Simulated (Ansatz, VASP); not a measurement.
# Al in VASP and in Ansatz

```
Al
1.0
     2.86351    0.00000    0.00000
     1.43175    2.47987    0.00000
     1.43175    0.82662    2.33804
Al
1
Cartesian
  0.0000 0.0000 0.0000
```

Alike in both runs: task relaxation of cell and atoms; functional PBE; k mesh 14 × 14 × 14; no spin polarisation.

```csv
,VASP,Ansatz
version,VASP 6.6.1,Ansatz 0.2.0
potentials or method,"VASP PAW PBE potentials, release 64 (Al), cutoff 500 eV","plane waves, PAW"
occupations,"methfessel-paxton of order 1, width 0.1 eV","cold, width 0.1 eV"
valence electrons in the cell,3,3
```

```csv
,VASP,Ansatz,Ansatz less VASP
relaxed volume (Å³/atom),16.43,16.44,+0.009
relaxed cell length with the largest relative difference (Å),2.854,2.854,+0.0005
```
